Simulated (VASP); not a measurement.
# Ti in VASP: notebook

Runs on Ti. Level: PBEsol. Tasks: single point.

Everything below comes from runs of VASP 6.6.1. Logs are shortened: lines on timing, memory, paths and dates and some standing lists are left out, and cuts for length are marked.

## (1) The cell of the first run

The structure is cubic, space group Fm-3m (No. 225). The conventional cell has a = 4.385 Å, b = 4.385 Å, c = 4.385 Å, α = 90.00°, β = 90.00°, γ = 90.00°. Within 4.1 Å of Ti (site symmetry m-3m) lie 12 Ti at 3.10 Å.

## (2) Single point, PBEsol (strain +0.080 along x and y, +0.080 along z)

INCAR

```
SYSTEM = Ti
ALGO = Normal
EDIFF = 1E-6
ENCUT = 520
GGA = PS
ISIF = 2
ISMEAR = 0
LASPH = .True.
LCHARG = .False.
LREAL = .False.
LWAVE = .False.
NBANDS = 12
NELM = 100
PREC = Accurate
SIGMA = 0.15
```

KPOINTS

```
k-points
0
Gamma
  20 20 20
  0 0 0
```

POSCAR

```
Ti
1.0
    0.0000000000      2.1924000000      2.1924000000
    2.1924000000      0.0000000000      2.1924000000
    2.1924000000      2.1924000000      0.0000000000
Ti
1
Direct
    0.0000000000      0.0000000000      0.0000000000
```

Potentials or basis: VASP PAW PBE potentials, release 64 (Ti_sv).

The run is started by

```sh
$ cat potpaw_PBE.64/Ti_sv/POTCAR > POTCAR
$ mpirun -np 1 vasp_std > vasp.out
```

OUTCAR:

```text
SYSTEM = Ti
   EDIFF = 1E-6
   ENCUT = 520
   GGA = PS
   ISIF = 2
   ISMEAR = 0
   LASPH = .True.
   LREAL = .False.
   NELM = 100
   PREC = Accurate

 ion  position               nearest neighbor table
   1  0.000  0.000  0.000-

  LATTYP: Found a face centered cubic cell.
 ALAT       =     4.3848000000

  Lattice vectors:

 A1 = (   0.0000000000,   2.1924000000,   2.1924000000)
 A2 = (   2.1924000000,   0.0000000000,   2.1924000000)
 A3 = (   2.1924000000,   2.1924000000,   0.0000000000)

Analysis of symmetry for initial positions (statically):
=====================================================================
 Subroutine PRICEL returns:
 Original cell was already a primitive cell.

 Routine SETGRP: Setting up the symmetry group for a
 face centered cubic supercell.

 Subroutine GETGRP returns: Found 48 space group operations
 (whereof 48 operations were pure point group operations)
 out of a pool of 48 trial point group operations.

The static configuration has the point symmetry O_h .

Analysis of symmetry for dynamics (positions and initial velocities):
=====================================================================
 Subroutine PRICEL returns:
 Original cell was already a primitive cell.

 Routine SETGRP: Setting up the symmetry group for a
 face centered cubic supercell.

 Subroutine GETGRP returns: Found 48 space group operations
 (whereof 48 operations were pure point group operations)
 out of a pool of 48 trial point group operations.

The dynamic configuration has the point symmetry O_h .

 Subroutine INISYM returns: Found 48 space group operations
 (whereof 48 operations are pure point group operations),
 and found     1 'primitive' translations

----------------------------------------------------------------------------------------

                                     Primitive cell

  volume of cell :      21.0761

  direct lattice vectors                    reciprocal lattice vectors
     0.000000000  2.192400000  2.192400000    -0.228060573  0.228060573  0.228060573
     2.192400000  0.000000000  2.192400000     0.228060573 -0.228060573  0.228060573
     2.192400000  2.192400000  0.000000000     0.228060573  0.228060573 -0.228060573

  length of vectors
     3.100521814  3.100521814  3.100521814     0.395012499  0.395012499  0.395012499

  position of ions in fractional coordinates (direct lattice)
     0.000000000  0.000000000  0.000000000
[... 76 lines left out ...]
   EDIFF  = 0.1E-05   stopping-criterion for ELM
   LREAL  =      F    real-space projection
   EDIFFG = 0.1E-04   stopping-criterion for IOM
   NSW    =      0    number of steps for IOM
   IBRION =     -1    ionic relax: 0-MD 1-quasi-New 2-CG
   NFREE  =      0    steps in history (QN), initial steepest desc. (CG)
   ISIF   =      2    stress and relaxation
   ISYM   =      2    0-nonsym 1-usesym 2-fastsym
   POTIM  = 0.5000    time-step for ionic-motion
   TEBEG  =    0.0;   TEEND  =   0.0 temperature during run
   PSTRESS=    0.0 pullay stress
   NELECT =      12.0000    total number of electrons
   NUPDOWN=      -1.0000    fix difference up-down
   EMIN   =  10.00;   EMAX   =-10.00  energy-range for DOS
   EFERMI =   0.00;   METHOD = LEGACY
   ISMEAR =     0;   SIGMA  =   0.15  broadening in eV -4-tet -1-fermi 0-gaus
   EFERMI_NEDOS =   21; number of points for ismear=-14 and -15
   IALGO  =     38    algorithm
   IMIX   =      4    mixing-type and parameters
     AMIX     =   0.40;   BMIX     =  1.00
     AMIX_MAG =   1.60;   BMIX_MAG =  1.00
  volume/ion in A,a.u.               =      21.08       142.23
  Fermi-wavevector in a.u.,A,eV,Ry     =   1.356872  2.564116 25.049698  1.841101
  Thomas-Fermi vector in A             =   2.483838
   LORBIT       =      0    0 simple, 1 ext, 2 COOP (PROOUT), +10 PAW based schemes
   GGA     = PS    functional components
   LHFCALC =     F    Hartree Fock is set to
   AEXX    =    0.0000 exact exchange contribution
   IVDW    =     0    specifies the selected vdW correction
   LEPSILON=     F    determine dielectric tensor
   LRPA    =     F    only Hartree local field effects (RPA)
 non-spin polarized calculation
 Gauss-broadening in eV      SIGMA  =   0.15
  energy-cutoff  :      520.00
  volume of cell :       21.08
 maximum number of plane-waves:       588
   NGX = 11   NGY = 11   NGZ = 11

 number of electron      11.9999995 magnetization

 Free energy of the ion-electron system (eV)
  ---------------------------------------------------
  ext. energy  EPLUGINS =         0.00000000
  ---------------------------------------------------
  free energy    TOTEN  =        -8.00185039 eV

  energy without entropy =       -7.97738632  energy(sigma->0) =       -7.98961836

 E-fermi :   6.2053     XC(G=0): -10.7431

 val. band max:        6.2044588363   @ k =   0.5000   0.1000   0.0500
 cond. band min:       6.2062999647   @ k =  -0.4000   0.3000   0.1500
 fundamental gap:      0.0018411284
 Fermi energy:         6.2053048424

 k-point     1 :       0.0000    0.0000    0.0000
  band No.  band energies     occupation
      1     -50.6320      2.00000
      2     -26.7490      2.00000
      3     -26.7490      2.00000
      4     -26.7490      2.00000
      5       0.6136      2.00000
      6       6.9405      0.00000
      7       6.9405      0.00000
      8       6.9405      0.00000
      9       8.1742      0.00000
     10       8.1742      0.00000
     11      20.4156      0.00000
     12      23.9188      0.00000
[... 331 lines left out ...]
 k-point    24 :      -0.3500    0.0500    0.0000
  band No.  band energies     occupation
      1     -50.5856      2.00000
      2     -27.0419      2.00000
      3     -26.7981      2.00000
      4     -26.7866      2.00000
      5       3.4673      2.00000
      6       6.1532      1.37691
      7       6.9364      0.00000
      8       7.0026      0.00000
      9       8.5882      0.00000
     10       8.8711      0.00000
     11      14.2493      0.00000
     12      20.0430      0.00000

 [... further k-points ...]
[... 5 lines left out ...]
  --------------------------------------------------------------------------------------
  -------------------------------------------------------------------------------------
  Total       -2.3249687     -2.3249687     -2.3249687      0.0000000      0.0000000     -0.0000000
  in kB     -176.7414112   -176.7414112   -176.7414112      0.0000000      0.0000000     -0.0000000
  external PRESSURE =    -176.7414112 kB  Pullay stress =       0.0000000 kB

 VOLUME and BASIS-vectors are now :
 -----------------------------------------------------------------------------
  energy-cutoff  :      520.00
  volume of cell :       21.08
      direct lattice vectors                 reciprocal lattice vectors
     0.000000000  2.192400000  2.192400000    -0.228060573  0.228060573  0.228060573
     2.192400000  0.000000000  2.192400000     0.228060573 -0.228060573  0.228060573
     2.192400000  2.192400000  0.000000000     0.228060573  0.228060573 -0.228060573

 POSITION                                       TOTAL-FORCE (eV/Angst)
 -----------------------------------------------------------------------------------
      0.00000      0.00000      0.00000         0.000000      0.000000      0.000000
 -----------------------------------------------------------------------------------
    total drift:                               -0.000000      0.000000     -0.000000

  FREE ENERGIE OF THE ION-ELECTRON SYSTEM (eV)
  ---------------------------------------------------
  free  energy   TOTEN  =        -8.0018503882 eV

  energy  without entropy=       -7.9773863225  energy(sigma->0) =       -7.98961836
```

Wall time 19 s (1 thread of Intel Xeon 6975P-C (Granite Rapids), shared host); peak memory 0.18 GiB.

Results:

```
Free energy            : -8.0019 eV
Pressure               : -17.7 GPa
Band gap on the k mesh : zero (band 6 reaches 6.94 eV, above the bottom of band 7 at 5.89 eV)
```

Levels at points of the mesh, in eV from the Fermi level:
```
           k point  band 3  band 4  band 5  band 6  band 7  band 8  band 9  band 10
(0.00, 0.00, 0.00)  -32.95  -32.95   -5.59    0.74    0.74    0.74    1.97     1.97
(0.50, 0.00, 0.00)  -33.00  -33.00   -2.19    0.31    0.65    0.65    2.79     2.79
(0.50, 0.50, 0.00)  -33.08  -33.08   -1.99   -1.26    2.14    2.78    3.00     3.00
```

Caveat: the cell differs from its parent crystal (strain +0.080 along x and y, +0.080 along z); the PAW data sets were made with another functional, which shifts forces and pressure a little.

## (3) Single point, PBEsol (strain +0.040 along x and y, +0.080 along z)

INCAR

```
SYSTEM = Ti
PREC = Accurate
ENCUT = 520
EDIFF = 1E-6
ISMEAR = 0
SIGMA = 0.15
LREAL = .False.
LASPH = .True.
NELM = 60
ALGO = Fast
ISIF = 2
LWAVE = .False.
LCHARG = .False.
GGA = PS
NBANDS = 12
```

KPOINTS

```
Automatic mesh
0
Gamma
  20 20 20
  0 0 0
```

POSCAR

```
Ti
1.0
    0.0000000000      2.1112000000      2.1924000000
    2.1112000000      0.0000000000      2.1924000000
    2.1112000000      2.1112000000      0.0000000000
Ti
1
Direct
    0.0000000000      0.0000000000      0.0000000000
```

Potentials or basis: VASP PAW PBE potentials, release 64 (Ti_sv).

The run is started by

```sh
$ cat potpaw_PBE.64/Ti_sv/POTCAR > POTCAR
$ mpirun -np 1 vasp_std > vasp.out
```

OUTCAR:

```text
SYSTEM = Ti
   PREC = Accurate
   ENCUT = 520
   EDIFF = 1E-6
   ISMEAR = 0
   LREAL = .False.
   LASPH = .True.
   NELM = 60
   ISIF = 2
   GGA = PS

 ion  position               nearest neighbor table
   1  0.000  0.000  0.000-

  LATTYP: Found a body centered tetragonal cell.
 ALAT       =     2.9856876729
 C/A-ratio  =     1.4686063917

  Lattice vectors:

 A1 = (  -2.1112000000,   0.0000000000,   2.1924000000)
 A2 = (   2.1112000000,   0.0000000000,   2.1924000000)
 A3 = (   0.0000000000,   2.1112000000,  -2.1924000000)

Analysis of symmetry for initial positions (statically):
=====================================================================
 Subroutine PRICEL returns:
 Original cell was already a primitive cell.

 Routine SETGRP: Setting up the symmetry group for a
 body centered tetragonal supercell.

 Subroutine GETGRP returns: Found 16 space group operations
 (whereof 16 operations were pure point group operations)
 out of a pool of 16 trial point group operations.

The static configuration has the point symmetry D_4h.

Analysis of symmetry for dynamics (positions and initial velocities):
[... 163 lines left out ...]
 Fermi energy:         6.9008917651

 k-point     1 :       0.0000    0.0000    0.0000
  band No.  band energies     occupation
      1     -49.7905      2.00000
      2     -25.8606      2.00000
      3     -25.8536      2.00000
      4     -25.8536      2.00000
      5       1.1091      2.00000
      6       7.5257      0.00000
      7       7.7923      0.00000
      8       7.7923      0.00000
      9       8.9148      0.00000
     10       9.2169      0.00000
     11      21.5472      0.00000
     12      24.9331      0.00000
[... 331 lines left out ...]
 k-point    24 :      -0.3500    0.0500    0.0000
  band No.  band energies     occupation
      1     -49.7256      2.00000
      2     -26.2404      2.00000
      3     -25.9296      2.00000
      4     -25.8913      2.00000
      5       4.0843      2.00000
      6       6.8711      1.22145
      7       7.5611      0.00000
      8       7.8960      0.00000
      9       9.5162      0.00000
     10       9.8773      0.00000
     11      15.6156      0.00000
     12      21.0713      0.00000

 [... further k-points ...]
[... 5 lines left out ...]
  --------------------------------------------------------------------------------------
  -------------------------------------------------------------------------------------
  Total       -1.6171317     -1.6171317     -1.7654628      0.0000000      0.0000000      0.0000000
  in kB     -132.5706650   -132.5706650   -144.7306853      0.0000000      0.0000000      0.0000000
  external PRESSURE =    -136.6240051 kB  Pullay stress =       0.0000000 kB

 VOLUME and BASIS-vectors are now :
 -----------------------------------------------------------------------------
  energy-cutoff  :      520.00
  volume of cell :       19.54
      direct lattice vectors                 reciprocal lattice vectors
     0.000000000  2.111200000  2.192400000    -0.236832133  0.236832133  0.228060573
     2.111200000  0.000000000  2.192400000     0.236832133 -0.236832133  0.228060573
     2.111200000  2.111200000  0.000000000     0.236832133  0.236832133 -0.228060573

 POSITION                                       TOTAL-FORCE (eV/Angst)
 -----------------------------------------------------------------------------------
      0.00000      0.00000      0.00000         0.000000      0.000000      0.000000
 -----------------------------------------------------------------------------------
    total drift:                               -0.000000      0.000000     -0.000000

  FREE ENERGIE OF THE ION-ELECTRON SYSTEM (eV)
  ---------------------------------------------------
  free  energy   TOTEN  =        -8.1514014298 eV

  energy  without entropy=       -8.1283697926  energy(sigma->0) =       -8.13988561
```

OSZICAR:

```text
N       E                     dE             d eps       ncg     rms          rms(c)
DAV:   1     0.862703486543E+02    0.86270E+02   -0.65612E+03 15432   0.117E+03
DAV:   2    -0.493912795775E+01   -0.91209E+02   -0.88940E+02 15624   0.294E+02
DAV:   3    -0.939855283071E+01   -0.44594E+01   -0.44116E+01 21932   0.657E+01
[... 11 lines left out ...]
RMM:  15    -0.815138880651E+01   -0.14722E-04   -0.13206E-04 23224   0.667E-02    0.821E-03
RMM:  16    -0.815139591504E+01   -0.71085E-05   -0.62741E-05 20563   0.432E-02    0.556E-03
RMM:  17    -0.815139915913E+01   -0.32441E-05   -0.25714E-05 19805   0.354E-02    0.867E-03
RMM:  18    -0.815140074934E+01   -0.15902E-05   -0.16494E-05 18041   0.262E-02    0.110E-02
RMM:  19    -0.815140142980E+01   -0.68046E-06   -0.71632E-06 15684   0.158E-02
   1 F= -.81514014E+01 E0= -.81398856E+01  d E =-.230316E-01
```

Wall time 88 s (1 thread of Intel Xeon 6975P-C (Granite Rapids), shared host); peak memory 0.25 GiB.

What came out:

| Quantity | Value |
| --- | --- |
| Free energy | -8.1514 eV |
| Pressure | -13.7 GPa |
| Band gap on the k mesh | zero (band 6 reaches 7.61 eV, above the bottom of band 7 at 6.47 eV) |

Stress tensor (GPa, compression positive):
```
-13.26   0.00   0.00
  0.00 -13.26   0.00
  0.00   0.00 -14.47
```

Caveat: the cell differs from its parent crystal (strain +0.040 along x and y, +0.080 along z); the PAW data sets were made with another functional, which shifts forces and pressure a little.

## (4) Single point, PBEsol (strain +0.080 along x and y, +0.040 along z)

INCAR

```
PREC     = Accurate       # precision mode
ENCUT    = 520            # plane-wave cutoff, eV
EDIFF    = 1E-6           # SCF threshold, eV
ISMEAR   = 0              # smearing method
SIGMA    = 0.15           # smearing width, eV
LREAL    = F              # projectors in reciprocal space
LASPH    = T              # aspherical terms in the spheres
NELM     = 80             # most SCF steps
ALGO     = Fast           # electronic algorithm
ISIF     = 2              # what is computed and relaxed
LWAVE    = F              # write WAVECAR
LCHARG   = F              # write CHGCAR
GGA      = PS             # functional
NBANDS   = 12             # bands
```

KPOINTS

```
regular mesh
0
Gamma
  20 20 20
```

POSCAR

```
Ti
1.0
    0.0000000000      2.1924000000      2.1112000000
    2.1924000000      0.0000000000      2.1112000000
    2.1924000000      2.1924000000      0.0000000000
Ti
1
Direct
    0.0000000000      0.0000000000      0.0000000000
```

The run is started by

```sh
$ cat potpaw_PBE.64/Ti_sv/POTCAR > POTCAR
$ mpirun -np 1 vasp_std > vasp.out
```

It took 84 s on 1 thread of Intel Xeon 6975P-C (Granite Rapids), shared host; peak memory 0.25 GiB.

The run converged. Its results:

| Item | Value |
| --- | --- |
| Free energy | -8.0818 eV |
| Pressure | -15.8 GPa |
| Band gap on the k mesh | zero (band 6 reaches 7.28 eV, above the bottom of band 7 at 6.18 eV) |

Stress tensor (GPa, compression positive):
```
-16.17   0.00   0.00
  0.00 -16.17   0.00
  0.00   0.00 -15.02
```

Levels at points of the mesh, in eV from the Fermi level:
```csv
k point,band 2,band 3,band 4,band 5,band 6,band 7,band 8,band 9,band 10,band 11
"(0.00, 0.00, 0.00)",-32.86,-32.86,-32.85,-5.69,0.69,0.69,0.93,1.93,2.20,14.44
"(0.50, 0.00, 0.00)",-33.26,-32.92,-32.90,-2.26,0.36,0.54,0.82,2.88,3.00,6.68
"(0.50, 0.50, 0.00)",-33.23,-33.02,-33.02,-2.06,-1.38,2.67,2.92,3.17,3.17,10.01
"(0.50, 0.00, 0.50)",-33.23,-33.00,-32.98,-2.11,-1.31,2.06,2.92,3.07,3.24,8.63
```

Caveat: the cell differs from its parent crystal (strain +0.080 along x and y, +0.040 along z); the PAW data sets were made with another functional, which shifts forces and pressure a little.

## (5) Single point, PBEsol (strain -0.080 along x and y, +0.000 along z)

INCAR

```
ALGO     = Normal         # electronic algorithm
EDIFF    = 1E-6           # SCF threshold, eV
ENCUT    = 520            # plane-wave cutoff, eV
GGA      = PS             # functional
ISIF     = 2              # what is computed and relaxed
ISMEAR   = 0              # smearing method
LASPH    = T              # aspherical terms in the spheres
LCHARG   = T              # write CHGCAR
LELF     = T              # ELF
LREAL    = F              # projectors in reciprocal space
LVHAR    = T            
LWAVE    = F              # write WAVECAR
NBANDS   = 12             # bands
NELM     = 100            # most SCF steps
PREC     = Accurate       # precision mode
SIGMA    = 0.15           # smearing width, eV
```

KPOINTS

```
k-points
0
Gamma
  20 20 20
```

POSCAR

```
Ti
1.0
    0.0000000000      1.8676000000      2.0300000000
    1.8676000000      0.0000000000      2.0300000000
    1.8676000000      1.8676000000      0.0000000000
Ti
1
Direct
    0.0000000000      0.0000000000      0.0000000000
```

The run is started by

```sh
$ cat potpaw_PBE.64/Ti_sv/POTCAR > POTCAR
$ mpirun -np 1 vasp_std > vasp.out
```

It took 37 s on 1 thread of Intel Xeon 6975P-C (Granite Rapids), shared host; peak memory 0.22 GiB.

Results (log left out):

```
Free energy            : -8.1200 eV
Pressure               : 23.8 GPa
Band gap on the k mesh : zero (band 6 reaches 11.17 eV, above the bottom of band 7 at 9.65 eV)
```

Stress tensor (GPa, compression positive):
```
24.46  0.00  0.00
 0.00 24.46  0.00
 0.00  0.00 22.54
```

Levels at points of the mesh, in eV from the Fermi level:
| k point | band 4 | band 5 | band 6 | band 7 | band 8 | band 9 |
| --- | --- | --- | --- | --- | --- | --- |
| (0.00, 0.00, 0.00) | -31.77 | -6.48 | 0.45 | 1.32 | 1.32 | 2.56 |
| (0.50, 0.00, 0.00) | -31.86 | -3.08 | 0.39 | 1.28 | 1.38 | 4.40 |
| (0.50, 0.50, 0.00) | -32.11 | -3.33 | -2.20 | 2.88 | 4.63 | 4.93 |
| (0.50, 0.00, 0.50) | -32.18 | -3.39 | -2.37 | 4.48 | 4.59 | 4.64 |

Caveat: the cell differs from its parent crystal (strain -0.080 along x and y, +0.000 along z); the PAW data sets were made with another functional, which shifts forces and pressure a little.

## (6) Overview

| cell | gap on the mesh (eV) | pressure (GPa) |
| --- | --- | --- |
| a = 3.101 Å, angles 60.0°, 1 atom | none | -17.7 |
| a = 3.044, b = 3.044, c = 2.986 Å, angles 60.6, 60.6, 58.7°, 1 atom | none | -13.7 |
| a = 3.044, b = 3.044, c = 3.101 Å, angles 59.4, 59.4, 61.2°, 1 atom | none | -15.8 |
| a = 2.758, b = 2.758, c = 2.641 Å, angles 61.4, 61.4, 57.2°, 1 atom | none | 23.8 |

Alike in all rows: task single point; level PBEsol; potentials or basis VASP PAW PBE potentials, release 64 (Ti_sv); no spin polarisation; k mesh 20 × 20 × 20; cutoff (eV) 520; smearing gaussian 0.15 eV.

Caveats: the PAW data sets were made with another functional, which shifts forces and pressure a little.

Total energies depend on the potentials used, so only differences within one code and one set of settings carry meaning.
